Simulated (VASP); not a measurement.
# PtS2 (P4_2/mnm) in VASP: a series of runs

PtS2 is run at these levels: PBE; tasks: relaxation of cell and atoms.

Everything below comes from runs of VASP 6.6.1. Logs are shortened: lines on timing, memory, paths and dates and some standing lists are left out, and cuts for length are marked.

### Step 1. The cell of the first run

It takes space group P4_2/mnm (No. 136, tetragonal). Conventional cell: a = 4.294 Å, b = 4.294 Å, c = 8.401 Å, α = 90.00°, β = 90.00°, γ = 90.00°. Within 2.5 Å of Pt (site symmetry mmm) lie 2 S at 1.87 Å. Within 2.5 Å of S (site symmetry m2m) lie 1 Pt at 1.87 Å and 1 S at 2.32 Å.

The cell was generated, and may not be a known phase.

### Step 2. Relaxation of cell and atoms, PBE

File INCAR:

```
ALGO = Normal
EDIFF = 1E-7
EDIFFG = -0.04
ENCUT = 570
GGA = PE
GGA_COMPAT = False
IBRION = 2
ISIF = 3
ISMEAR = 0
LASPH = True
LCHARG = False
LREAL = False
LWAVE = False
NELM = 120
NELMIN = 4
NSW = 90
PREC = Accurate
SIGMA = 0.1
```

File KPOINTS:

```
k-points
0
Gamma
  4 4 2
```

File POSCAR:

```
PtS2
1.0
    4.2935069400      0.0000000000      0.0000000000
    0.0000000000      4.2935069400      0.0000000000
    0.0000000000      0.0000000000      8.4010566100
Pt S
2 4
Direct
    0.0000000000      0.0000000000      0.0000000000
    0.5000000000      0.5000000000      0.5000000000
    0.6914268400      0.3085731600      0.0000000000
    0.3085731600      0.6914268400      0.0000000000
    0.1914268400      0.1914268400      0.5000000000
    0.8085731600      0.8085731600      0.5000000000
```

Potentials or basis: VASP PAW PBE potentials, release 64 (Pt_sv_GW, S).

The run is started by

```
> cat potpaw_PBE.64/Pt_sv_GW/POTCAR potpaw_PBE.64/S/POTCAR > POTCAR
> mpirun -np 1 vasp_std > vasp.out
```

OUTCAR:

```text
EDIFF = 1E-7
   EDIFFG = -0.04
   ENCUT = 570
   GGA = PE
   IBRION = 2
   ISIF = 3
   ISMEAR = 0
   LASPH = True
   LREAL = False
   NELM = 120
   NELMIN = 4
   NSW = 90
   PREC = Accurate

 ion  position               nearest neighbor table
   1  0.000  0.000  0.000-   3 1.87   4 1.87
   2  0.500  0.500  0.500-   5 1.87   6 1.87
   3  0.691  0.309  0.000-   1 1.87   4 2.32
   4  0.309  0.691  0.000-   1 1.87   3 2.32
   5  0.191  0.191  0.500-   2 1.87   6 2.32
   6  0.809  0.809  0.500-   2 1.87   5 2.32

  LATTYP: Found a simple tetragonal cell.
 ALAT       =     4.2935069400
 C/A-ratio  =     1.9566887226

  Lattice vectors:

 A1 = (   4.2935069400,   0.0000000000,   0.0000000000)
 A2 = (   0.0000000000,   4.2935069400,   0.0000000000)
 A3 = (   0.0000000000,   0.0000000000,   8.4010566100)

Analysis of symmetry for initial positions (statically):
=====================================================================
 Subroutine PRICEL returns:
 Original cell was already a primitive cell.

 Routine SETGRP: Setting up the symmetry group for a
 simple tetragonal supercell.

 Subroutine GETGRP returns: Found 16 space group operations
 (whereof  8 operations were pure point group operations)
 out of a pool of 16 trial point group operations.

The static configuration has the point symmetry D_2h.
 The point group associated with its full space group is D_4h.

Analysis of symmetry for dynamics (positions and initial velocities):
=====================================================================
 Subroutine PRICEL returns:
 Original cell was already a primitive cell.

 Routine SETGRP: Setting up the symmetry group for a
 simple tetragonal supercell.

 Subroutine GETGRP returns: Found 16 space group operations
 (whereof  8 operations were pure point group operations)
 out of a pool of 16 trial point group operations.

The dynamic configuration has the point symmetry D_2h.
 The point group associated with its full space group is D_4h.

 Subroutine INISYM returns: Found 16 space group operations
 (whereof  8 operations are pure point group operations),
 and found     1 'primitive' translations

----------------------------------------------------------------------------------------

                                     Primitive cell

  volume of cell :     154.8668

  direct lattice vectors                    reciprocal lattice vectors
     4.293506940  0.000000000  0.000000000     0.232909837  0.000000000  0.000000000
     0.000000000  4.293506940  0.000000000     0.000000000  0.232909837  0.000000000
     0.000000000  0.000000000  8.401056610     0.000000000  0.000000000  0.119032646

  length of vectors
     4.293506940  4.293506940  8.401056610     0.232909837  0.232909837  0.119032646

  position of ions in fractional coordinates (direct lattice)
     0.000000000  0.000000000  0.000000000
     0.500000000  0.500000000  0.500000000
     0.691426840  0.308573160  0.000000000
     0.308573160  0.691426840  0.000000000
     0.191426840  0.191426840  0.500000000
     0.808573160  0.808573160  0.500000000

  ion indices of the primitive-cell ions
   primitive index   ion index
                 1           1
                 2           2
                 3           3
                 4           4
                 5           5
                 6           6

----------------------------------------------------------------------------------------

 KPOINTS: k-points

Automatic generation of k-mesh.
 Grid dimensions read from file:
 generate k-points for:    4    4    2

 Generating k-lattice:

  Cartesian coordinates                     Fractional coordinates (reciprocal lattice)
     0.058227459  0.000000000  0.000000000     0.250000000  0.000000000  0.000000000
     0.000000000  0.058227459  0.000000000     0.000000000  0.250000000  0.000000000
     0.000000000  0.000000000  0.059516323     0.000000000  0.000000000  0.500000000

  Length of vectors
     0.058227459  0.058227459  0.059516323

  Shift w.r.t. Gamma in fractional coordinates (k-lattice)
     0.000000000  0.000000000  0.000000000

 Subroutine IBZKPT returns following result:
 ===========================================

 Found     12 irreducible k-points:

 Following reciprocal coordinates:
            Coordinates               Weight
  0.000000  0.000000  0.000000      1.000000
  0.250000  0.000000  0.000000      4.000000
  0.500000  0.000000  0.000000      2.000000
  0.250000  0.250000  0.000000      4.000000
  0.500000  0.250000  0.000000      4.000000
  0.500000  0.500000  0.000000      1.000000
  0.000000  0.000000  0.500000      1.000000
  0.250000  0.000000  0.500000      4.000000
  0.500000  0.000000  0.500000      2.000000
  0.250000  0.250000  0.500000      4.000000
  0.500000  0.250000  0.500000      4.000000
  0.500000  0.500000  0.500000      1.000000
   k-points           NKPTS =     12   k-points in BZ     NKDIM =     12   number of bands    NBANDS=     36
   number of dos      NEDOS =    301   number of ions     NIONS =      6
   total plane-waves  NPLWV =  90720
   dimension x,y,z NGX =    36 NGY =   36 NGZ =   70
   dimension x,y,z NGXF=    72 NGYF=   72 NGZF=  140
   ions per type =               2   4
   NGX,Y,Z   is equivalent  to a cutoff of  13.94, 13.94, 13.85 a.u.
   NGXF,Y,Z  is equivalent  to a cutoff of  27.88, 27.88, 27.70 a.u.
 SYSTEM =  unknown system
   PREC   = accura    normal or accurate (medium, high low for compatibility)
   ISTART =      0    job   : 0-new  1-cont  2-samecut
   ICHARG =      2    charge: 1-file 2-atom 10-const
   ISPIN  =      1    spin polarized calculation?
   LNONCOLLINEAR =      F non collinear calculations
   LSORBIT =      F    spin-orbit coupling
   LASPH  =      T    aspherical Exc in radial PAW
   ENCUT  =  570.0 eV  41.89 Ry    6.47 a.u.   8.36  8.36 16.35*2*pi/ulx,y,z
   NELM   =    120;   NELMIN=  4; NELMDL= -5     # of ELM steps
   EDIFF  = 0.1E-06   stopping-criterion for ELM
   LREAL  =      F    real-space projection
   EDIFFG = -.4E-01   stopping-criterion for IOM
   NSW    =     90    number of steps for IOM
   IBRION =      2    ionic relax: 0-MD 1-quasi-New 2-CG
   NFREE  =      1    steps in history (QN), initial steepest desc. (CG)
   ISIF   =      3    stress and relaxation
   ISYM   =      2    0-nonsym 1-usesym 2-fastsym
   POTIM  = 0.5000    time-step for ionic-motion
   TEBEG  =    0.0;   TEEND  =   0.0 temperature during run
   PSTRESS=    0.0 pullay stress
   NELECT =      60.0000    total number of electrons
   NUPDOWN=      -1.0000    fix difference up-down
   EMIN   =  10.00;   EMAX   =-10.00  energy-range for DOS
   EFERMI =   0.00;   METHOD = LEGACY
   ISMEAR =     0;   SIGMA  =   0.10  broadening in eV -4-tet -1-fermi 0-gaus
   EFERMI_NEDOS =   21; number of points for ismear=-14 and -15
   IALGO  =     38    algorithm
   IMIX   =      4    mixing-type and parameters
     AMIX     =   0.40;   BMIX     =  1.00
     AMIX_MAG =   1.60;   BMIX_MAG =  1.00
  volume/ion in A,a.u.               =      25.81       174.18
  Fermi-wavevector in a.u.,A,eV,Ry     =   1.193454  2.255302 19.379233  1.424333
  Thomas-Fermi vector in A             =   2.329468
   LORBIT       =      0    0 simple, 1 ext, 2 COOP (PROOUT), +10 PAW based schemes
   GGA     = PE    functional components
   LHFCALC =     F    Hartree Fock is set to
   AEXX    =    0.0000 exact exchange contribution
   IVDW    =     0    specifies the selected vdW correction
   LEPSILON=     F    determine dielectric tensor
   LRPA    =     F    only Hartree local field effects (RPA)
 conjugate gradient relaxation of ions
 non-spin polarized calculation
 Gauss-broadening in eV      SIGMA  =   0.10
  energy-cutoff  :      570.00
  volume of cell :      154.87
 maximum number of plane-waves:      4824
 NGX is ok and might be reduce to    36
   NGX = 17   NGY = 17   NGZ = 33

--------------------------------------- Ionic step        1  -------------------------------------------

 number of electron      59.9999994 magnetization

 Free energy of the ion-electron system (eV)
  ---------------------------------------------------
  ext. energy  EPLUGINS =         0.00000000
  ---------------------------------------------------
  free energy    TOTEN  =       -18.11207922 eV

  energy without entropy =      -18.07399595  energy(sigma->0) =      -18.09303758

------------------------ aborting loop because EDIFF is reached ----------------------------------------

  FORCE on cell =-STRESS in cart. coord.  units (eV):
  Direction    XX          YY          ZZ          XY          YZ          ZX
  --------------------------------------------------------------------------------------
  -------------------------------------------------------------------------------------
  Total       44.4173033     44.4173033     -0.2987525     -0.0000000      0.0000000      0.0000000
  in kB      459.5201083    459.5201083     -3.0907500     -0.0000000      0.0000000      0.0000000
  external PRESSURE =     305.3164888 kB  Pullay stress =       0.0000000 kB
[... 101 lines left out ...]
  FREE ENERGIE OF THE ION-ELECTRON SYSTEM (eV)
  ---------------------------------------------------
  free  energy   TOTEN  =       -16.6908329417 eV

  energy  without entropy=      -16.5920361325  energy(sigma->0) =      -16.64143454

 E-fermi :  -0.0091     XC(G=0):  -7.1381

 val. band max:       -0.0153189080   @ k =   0.5000   0.0000   0.0000
 cond. band min:       0.0049917832   @ k =   0.2500   0.0000   0.5000
 fundamental gap:      0.0203106913
 Fermi energy:        -0.0090981961

 k-point     1 :       0.0000    0.0000    0.0000
  band No.  band energies     occupation
      1     -96.4182      2.00000
      2     -96.4181      2.00000
      3     -51.0503      2.00000
      4     -51.0503      2.00000
      5     -50.5767      2.00000
      6     -50.5767      2.00000
[... 457 lines left out ...]
     35       3.0265      0.00000
     36       3.0265      0.00000

 E-fermi :   3.2770     XC(G=0):  -9.3714

 val. band max:        3.2040634209   @ k =   0.5000   0.2500   0.0000
 cond. band min:       3.3136167231   @ k =   0.5000   0.2500   0.5000
 fundamental gap:      0.1095533022
 Fermi energy:         3.2770454193

 k-point     1 :       0.0000    0.0000    0.0000
  band No.  band energies     occupation
      1     -94.6298      2.00000
      2     -94.6295      2.00000
      3     -49.4520      2.00000
      4     -49.4520      2.00000
      5     -48.5187      2.00000
      6     -48.5187      2.00000
[... 457 lines left out ...]
     35       7.4576      0.00000
     36       7.4576      0.00000

 E-fermi :  15.2931     XC(G=0): -13.4942

 val. band max:       15.2856725469   @ k =   0.2500   0.0000   0.0000
 cond. band min:      15.5652639438   @ k =   0.5000   0.0000   0.5000
 fundamental gap:      0.2795913969
 Fermi energy:        15.2930547264

 k-point     1 :       0.0000    0.0000    0.0000
  band No.  band energies     occupation
      1     -87.2442      2.00000
      2     -87.2431      2.00000
      3     -42.4979      2.00000
      4     -42.4931      2.00000
      5     -41.6671      2.00000
      6     -41.6671      2.00000
[... 457 lines left out ...]
     35      20.9627      0.00000
     36      20.9627      0.00000

[... ionic steps 4 to 43 ...]

--------------------------------------- Ionic step       44  -------------------------------------------

 number of electron      59.9999977 magnetization

------------------------ aborting loop because EDIFF is reached ----------------------------------------

  FORCE on cell =-STRESS in cart. coord.  units (eV):
  Direction    XX          YY          ZZ          XY          YZ          ZX
  --------------------------------------------------------------------------------------
  -------------------------------------------------------------------------------------
  Total       -1.0455192     -1.0455192      0.3998294     -0.0000000      0.0000000      0.0000000
  in kB      -14.0663713    -14.0663713      5.3792885     -0.0000000      0.0000000      0.0000000
  external PRESSURE =      -7.5844847 kB  Pullay stress =       0.0000000 kB
[... 65 lines left out ...]
  energy  without entropy=      -28.6550563946  energy(sigma->0) =      -28.69002448

--------------------------------------- Ionic step       46  -------------------------------------------

 number of electron      59.9999990 magnetization

 Free energy of the ion-electron system (eV)
  ---------------------------------------------------
  ext. energy  EPLUGINS =         0.00000000
  ---------------------------------------------------
  free energy    TOTEN  =       -28.79719528 eV

  energy without entropy =      -28.73784541  energy(sigma->0) =      -28.76752034

 E-fermi :   5.8281     XC(G=0): -10.6486

 val. band max:        5.8169653416   @ k =   0.0000   0.0000   0.5000
 cond. band min:       5.8458226407   @ k =   0.2500   0.0000   0.5000
 fundamental gap:      0.0288572991
 Fermi energy:         5.8280831300

 k-point     1 :       0.0000    0.0000    0.0000
  band No.  band energies     occupation
      1     -93.5270      2.00000
      2     -93.5268      2.00000
      3     -47.8399      2.00000
      4     -47.8391      2.00000
      5     -47.7333      2.00000
      6     -47.7333      2.00000
[... 490 lines left out ...]
  FREE ENERGIE OF THE ION-ELECTRON SYSTEM (eV)
  ---------------------------------------------------
  free  energy   TOTEN  =       -28.7971952794 eV

  energy  without entropy=      -28.7378454098  energy(sigma->0) =      -28.76752034

 reached required accuracy - stopping structural energy minimisation
```

Run time: 29 min. Hardware: 1 thread of Intel Xeon 6975P-C (Granite Rapids), shared host; peak memory 0.36 GiB.

Results:

* Free energy: -28.7972 eV
* Relaxed volume: 19.01 Å³/atom
* Relaxed cell: a = 5.484 Å, b = 5.484 Å, c = 3.792 Å, α = 90.00°, β = 90.00°, γ = 90.00°
* Space group after relaxing (to 0.1 Å): P4_2/mnm (No. 136)
* Pressure after relaxing: -0.2 GPa
* Largest force after relaxing: 0.004 eV/Å
* Band gap on the k mesh: zero (bands 30 and 31 overlap by 0.29 eV)

Forces on the atoms (eV/Å):
```
Pt   0.000  0.000  0.000
Pt   0.000  0.000  0.000
S   -0.003  0.003  0.000
S    0.003 -0.003  0.000
S   -0.003 -0.003  0.000
S    0.003  0.003  0.000
```

Final structure:
```xyz
6
Lattice="5.4844 0.0000 0.0000 0.0000 5.4844 0.0000 0.0000 0.0000 3.7922" Properties=species:S:1:pos:R:3 pbc="T T T"
Pt    5.4844    0.0000    0.0000
Pt    2.7422    2.7422    1.8961
S     3.7708    1.7137    0.0000
S     1.7137    3.7708    0.0000
S     1.0285    1.0285    1.8961
S     4.4559    4.4559    1.8961
```

Caveat: the k points lie up to 0.83 Å⁻¹ apart in the final cell, too coarse for converged energies, forces and pressures; the volume moved by over 15 % at a fixed basis, so the end points are rough; spin-orbit coupling is left out, which moves the levels of the heavy elements.

[end of part 1 of 2]

The gap in the log of VASP goes by the Fermi energy; the results here count the filled bands.